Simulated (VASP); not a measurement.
# Ga (Pm-3n) in VASP: relaxation of cell and atoms with PBEsol

Aim: the relaxation of cell and atoms of Ga with PBEsol.

Everything below comes from runs of VASP 6.6.1. Logs are shortened: lines on timing, memory, paths and dates and some standing lists are left out, and cuts for length are marked.

## Step 1: The cell of the first run

The structure is cubic, space group Pm-3n (No. 223). The conventional cell has a = 5.257 Å, b = 5.257 Å, c = 5.257 Å, α = 90.00°, β = 90.00°, γ = 90.00°. Ga (site symmetry m-3) has 12 Ga at 2.94 Å within 3.9 Å. Within 3.5 Å of Ga (site symmetry -4m2) lie 14 Ga at 2.63 to 3.22 Å.

## Step 2: Relaxation of cell and atoms, PBEsol

File INCAR:

```
SYSTEM = Ga
  PREC = Accurate
  ENCUT = 600
  EDIFF = 1E-6
  ISMEAR = 0
  SIGMA = 0.1
  LREAL = .False.
  LASPH = .True.
  NELM = 100
  ALGO = Fast
  ISIF = 3
  LWAVE = .False.
  LCHARG = .False.
  GGA = PS
  IBRION = 2
  NSW = 100
  EDIFFG = -0.01
```

File KPOINTS:

```
regular mesh
0
Gamma
  8 8 8
  0 0 0
```

File POSCAR:

```
Ga
1.0
    5.2569236677      0.0000000000      0.0000000000
    0.0000000000      5.2569236677      0.0000000000
    0.0000000000      0.0000000000      5.2569236677
Ga
8
Direct
    0.5000000000      0.5000000000      0.5000000000
    0.0000000000      0.0000000000      0.0000000000
    0.2500000000      0.0000000000      0.5000000000
    0.5000000000      0.2500000000      0.0000000000
    0.5000000000      0.7500000000      0.0000000000
    0.7500000000      0.0000000000      0.5000000000
    0.0000000000      0.5000000000      0.7500000000
    0.0000000000      0.5000000000      0.2500000000
```

Potentials or basis: VASP PAW PBE potentials, release 64 (Ga_d).

Started as:

```sh
> cat potpaw_PBE.64/Ga_d/POTCAR > POTCAR
> mpirun -np 1 vasp_std > vasp.out
```

OUTCAR:

```text
SYSTEM = Ga
   PREC = Accurate
   ENCUT = 600
   EDIFF = 1E-6
   ISMEAR = 0
   LREAL = .False.
   LASPH = .True.
   NELM = 100
   ISIF = 3
   GGA = PS
   IBRION = 2
   NSW = 100
   EDIFFG = -0.01

 ion  position               nearest neighbor table
   1  0.500  0.500  0.500-
   2  0.000  0.000  0.000-
   3  0.250  0.000  0.500-   6 2.63   6 2.63
   4  0.500  0.250  0.000-   5 2.63   5 2.63
   5  0.500  0.750  0.000-   4 2.63   4 2.63
   6  0.750  0.000  0.500-   3 2.63   3 2.63
   7  0.000  0.500  0.750-   8 2.63   8 2.63
   8  0.000  0.500  0.250-   7 2.63   7 2.63

  LATTYP: Found a simple cubic cell.
 ALAT       =     5.2569236677

  Lattice vectors:

 A1 = (   5.2569236677,   0.0000000000,   0.0000000000)
 A2 = (   0.0000000000,   5.2569236677,   0.0000000000)
 A3 = (   0.0000000000,   0.0000000000,   5.2569236677)

Analysis of symmetry for initial positions (statically):
=====================================================================
 Subroutine PRICEL returns:
 Original cell was already a primitive cell.

 Routine SETGRP: Setting up the symmetry group for a
 simple cubic supercell.

 Subroutine GETGRP returns: Found 48 space group operations
 (whereof 24 operations were pure point group operations)
 out of a pool of 48 trial point group operations.

The static configuration has the point symmetry T_h .
 The point group associated with its full space group is O_h .

Analysis of symmetry for dynamics (positions and initial velocities):
=====================================================================
 Subroutine PRICEL returns:
 Original cell was already a primitive cell.

 Routine SETGRP: Setting up the symmetry group for a
 simple cubic supercell.

 Subroutine GETGRP returns: Found 48 space group operations
 (whereof 24 operations were pure point group operations)
 out of a pool of 48 trial point group operations.

The dynamic configuration has the point symmetry T_h .
 The point group associated with its full space group is O_h .

 Subroutine INISYM returns: Found 48 space group operations
 (whereof 24 operations are pure point group operations),
 and found     1 'primitive' translations

----------------------------------------------------------------------------------------

                                     Primitive cell

  volume of cell :     145.2764

  direct lattice vectors                    reciprocal lattice vectors
     5.256923668  0.000000000  0.000000000     0.190225322  0.000000000  0.000000000
     0.000000000  5.256923668  0.000000000     0.000000000  0.190225322  0.000000000
     0.000000000  0.000000000  5.256923668     0.000000000  0.000000000  0.190225322

  length of vectors
     5.256923668  5.256923668  5.256923668     0.190225322  0.190225322  0.190225322

  position of ions in fractional coordinates (direct lattice)
     0.500000000  0.500000000  0.500000000
     0.000000000  0.000000000  0.000000000
     0.250000000  0.000000000  0.500000000
     0.500000000  0.250000000  0.000000000
     0.500000000  0.750000000  0.000000000
     0.750000000  0.000000000  0.500000000
     0.000000000  0.500000000  0.750000000
     0.000000000  0.500000000  0.250000000

  ion indices of the primitive-cell ions
   primitive index   ion index
                 1           1
                 2           2
                 3           3
                 4           4
                 5           5
                 6           6
                 7           7
                 8           8

----------------------------------------------------------------------------------------

 KPOINTS: regular mesh

Automatic generation of k-mesh.
 Grid dimensions read from file:
 generate k-points for:    8    8    8

 Generating k-lattice:

  Cartesian coordinates                     Fractional coordinates (reciprocal lattice)
     0.023778165  0.000000000  0.000000000     0.125000000  0.000000000  0.000000000
     0.000000000  0.023778165  0.000000000     0.000000000  0.125000000  0.000000000
     0.000000000  0.000000000  0.023778165     0.000000000  0.000000000  0.125000000

  Length of vectors
     0.023778165  0.023778165  0.023778165

  Shift w.r.t. Gamma in fractional coordinates (k-lattice)
     0.000000000  0.000000000  0.000000000

 Subroutine IBZKPT returns following result:
 ===========================================

 Found     35 irreducible k-points:

 Following reciprocal coordinates:
            Coordinates               Weight
  0.000000  0.000000  0.000000      1.000000
  0.125000  0.000000  0.000000      6.000000
  0.250000  0.000000  0.000000      6.000000
  0.375000  0.000000  0.000000      6.000000
  0.500000  0.000000  0.000000      3.000000
  0.125000  0.125000  0.000000     12.000000
[... 16 lines left out ...]
  0.375000  0.375000  0.125000     24.000000
  0.500000  0.375000  0.125000     24.000000
 [... further k-points ...]
   k-points           NKPTS =     35   k-points in BZ     NKDIM =     35   number of bands    NBANDS=     62
   number of dos      NEDOS =    301   number of ions     NIONS =      8
   total plane-waves  NPLWV =  74088
   dimension x,y,z NGX =    42 NGY =   42 NGZ =   42
   dimension x,y,z NGXF=    84 NGYF=   84 NGZF=   84
   ions per type =               8
   NGX,Y,Z   is equivalent  to a cutoff of  13.28, 13.28, 13.28 a.u.
   NGXF,Y,Z  is equivalent  to a cutoff of  26.56, 26.56, 26.56 a.u.
 SYSTEM =  Ga
   PREC   = accura    normal or accurate (medium, high low for compatibility)
   ISTART =      0    job   : 0-new  1-cont  2-samecut
   ICHARG =      2    charge: 1-file 2-atom 10-const
   ISPIN  =      1    spin polarized calculation?
   LNONCOLLINEAR =      F non collinear calculations
   LSORBIT =      F    spin-orbit coupling
   LASPH  =      T    aspherical Exc in radial PAW
   ENCUT  =  600.0 eV  44.10 Ry    6.64 a.u.  10.50 10.50 10.50*2*pi/ulx,y,z
   NELM   =    100;   NELMIN=  2; NELMDL= -5     # of ELM steps
   EDIFF  = 0.1E-05   stopping-criterion for ELM
   LREAL  =      F    real-space projection
   EDIFFG = -.1E-01   stopping-criterion for IOM
   NSW    =    100    number of steps for IOM
   IBRION =      2    ionic relax: 0-MD 1-quasi-New 2-CG
   NFREE  =      1    steps in history (QN), initial steepest desc. (CG)
   ISIF   =      3    stress and relaxation
   ISYM   =      2    0-nonsym 1-usesym 2-fastsym
   POTIM  = 0.5000    time-step for ionic-motion
   TEBEG  =    0.0;   TEEND  =   0.0 temperature during run
   PSTRESS=    0.0 pullay stress
   NELECT =     104.0000    total number of electrons
   NUPDOWN=      -1.0000    fix difference up-down
   EMIN   =  10.00;   EMAX   =-10.00  energy-range for DOS
   EFERMI =   0.00;   METHOD = LEGACY
   ISMEAR =     0;   SIGMA  =   0.10  broadening in eV -4-tet -1-fermi 0-gaus
   EFERMI_NEDOS =   21; number of points for ismear=-14 and -15
   IALGO  =     68    algorithm
   IMIX   =      4    mixing-type and parameters
     AMIX     =   0.40;   BMIX     =  1.00
     AMIX_MAG =   1.60;   BMIX_MAG =  1.00
  volume/ion in A,a.u.               =      18.16       122.55
  Fermi-wavevector in a.u.,A,eV,Ry     =   1.464494  2.767492 29.180997  2.144743
  Thomas-Fermi vector in A             =   2.580463
   LORBIT       =      0    0 simple, 1 ext, 2 COOP (PROOUT), +10 PAW based schemes
   GGA     = PS    functional components
   LHFCALC =     F    Hartree Fock is set to
   AEXX    =    0.0000 exact exchange contribution
   IVDW    =     0    specifies the selected vdW correction
   LEPSILON=     F    determine dielectric tensor
   LRPA    =     F    only Hartree local field effects (RPA)
 conjugate gradient relaxation of ions
 non-spin polarized calculation
 RMM-DIIS sequential band-by-band and
 Gauss-broadening in eV      SIGMA  =   0.10
  energy-cutoff  :      600.00
  volume of cell :      145.28
 maximum number of plane-waves:      4945
 NGX is ok and might be reduce to    42
   NGX = 21   NGY = 21   NGZ = 21

 number of electron     104.0000053 magnetization

 Free energy of the ion-electron system (eV)
  ---------------------------------------------------
  ext. energy  EPLUGINS =         0.00000000
  ---------------------------------------------------
  free energy    TOTEN  =       -26.33269366 eV

  energy without entropy =      -26.31296035  energy(sigma->0) =      -26.32282700

 E-fermi :   5.8239     XC(G=0): -11.3353

 val. band max:        5.8025420043   @ k =   0.3750   0.2500   0.2500
 cond. band min:       5.8316188362   @ k =   0.3750   0.2500   0.0000
 fundamental gap:      0.0290768320
 Fermi energy:         5.8238557704

 k-point     1 :       0.0000    0.0000    0.0000
  band No.  band energies     occupation
      1      -9.3584      2.00000
      2      -9.3584      2.00000
      3      -9.3486      2.00000
      4      -9.2202      2.00000
      5      -9.2202      2.00000
      6      -9.2202      2.00000
[... 54 lines left out ...]
     61      11.1124      0.00000
     62      11.2678      0.00000

 k-point     2 :       0.1250    0.0000    0.0000
  band No.  band energies     occupation
      1      -9.3574      2.00000
      2      -9.3520      2.00000
      3      -9.3337      2.00000
      4      -9.2313      2.00000
      5      -9.2150      2.00000
      6      -9.2150      2.00000
[... 54 lines left out ...]
     61      10.0947      0.00000
     62      10.1098      0.00000

 k-point     3 :       0.2500    0.0000    0.0000
  band No.  band energies     occupation
      1      -9.3548      2.00000
      2      -9.3492      2.00000
      3      -9.2788      2.00000
      4      -9.2487      2.00000
      5      -9.2031      2.00000
      6      -9.2031      2.00000
[... 1354 lines left out ...]
     61      11.0447      0.00000
     62      11.3853      0.00000

 k-point    24 :       0.5000    0.3750    0.1250
  band No.  band energies     occupation
      1      -9.3228      2.00000
      2      -9.2430      2.00000
      3      -9.2372      2.00000
      4      -9.1944      2.00000
      5      -9.1919      2.00000
      6      -9.1818      2.00000
[... 54 lines left out ...]
     61      10.7587      0.00000
     62      10.8003      0.00000

 [... further k-points ...]

------------------------ aborting loop because EDIFF is reached ----------------------------------------

  FORCE on cell =-STRESS in cart. coord.  units (eV):
  Direction    XX          YY          ZZ          XY          YZ          ZX
  --------------------------------------------------------------------------------------
  -------------------------------------------------------------------------------------
  Total        0.0003328      0.0003328      0.0003328     -0.0000000     -0.0000000      0.0000000
  in kB        0.0036700      0.0036700      0.0036700     -0.0000000     -0.0000000      0.0000000
  external PRESSURE =       0.0036700 kB  Pullay stress =       0.0000000 kB

 VOLUME and BASIS-vectors are now :
 -----------------------------------------------------------------------------
  energy-cutoff  :      600.00
  volume of cell :      145.28
      direct lattice vectors                 reciprocal lattice vectors
     5.256923668  0.000000000  0.000000000     0.190225322  0.000000000  0.000000000
     0.000000000  5.256923668  0.000000000     0.000000000  0.190225322  0.000000000
     0.000000000  0.000000000  5.256923668     0.000000000  0.000000000  0.190225322

 POSITION                                       TOTAL-FORCE (eV/Angst)
 -----------------------------------------------------------------------------------
      2.62846      2.62846      2.62846        -0.000000     -0.000000      0.000000
      0.00000      0.00000      0.00000        -0.000000     -0.000000      0.000000
      1.31423      0.00000      2.62846         0.000000      0.000000     -0.000000
      2.62846      1.31423      0.00000        -0.000000     -0.000000     -0.000000
      2.62846      3.94269      0.00000         0.000000      0.000000      0.000000
      3.94269      0.00000      2.62846        -0.000000     -0.000000     -0.000000
      0.00000      2.62846      3.94269        -0.000000      0.000000      0.000000
      0.00000      2.62846      1.31423         0.000000     -0.000000     -0.000000
 -----------------------------------------------------------------------------------
    total drift:                                0.000000     -0.000000     -0.000000

  FREE ENERGIE OF THE ION-ELECTRON SYSTEM (eV)
  ---------------------------------------------------
  free  energy   TOTEN  =       -26.3326936556 eV

  energy  without entropy=      -26.3129603478  energy(sigma->0) =      -26.32282700

 reached required accuracy - stopping structural energy minimisation
```

Run time: 3.6 min. Hardware: 1 thread of Intel Xeon 6975P-C (Granite Rapids), shared host; peak memory 0.41 GiB.

Results:

- Free energy: -26.3327 eV
- Pressure after relaxing: 0.0 GPa
- Band gap on the k mesh: zero (bands 52 and 53 overlap by 4.07 eV)

Final structure:
```
Ga
1.0
     5.25692    0.00000    0.00000
     0.00000    5.25692    0.00000
     0.00000    0.00000    5.25692
Ga
8
Cartesian
  2.6285 2.6285 2.6285
  0.0000 0.0000 0.0000
  1.3142 0.0000 2.6285
  2.6285 1.3142 0.0000
  2.6285 3.9427 0.0000
  3.9427 0.0000 2.6285
  0.0000 2.6285 3.9427
  0.0000 2.6285 1.3142
```

Caveat: the relaxation stopped at its first step, so nothing moved; the PAW data sets were made with another functional, which shifts forces and pressure a little.

The gap in the log of VASP goes by the Fermi energy; the results here count the filled bands.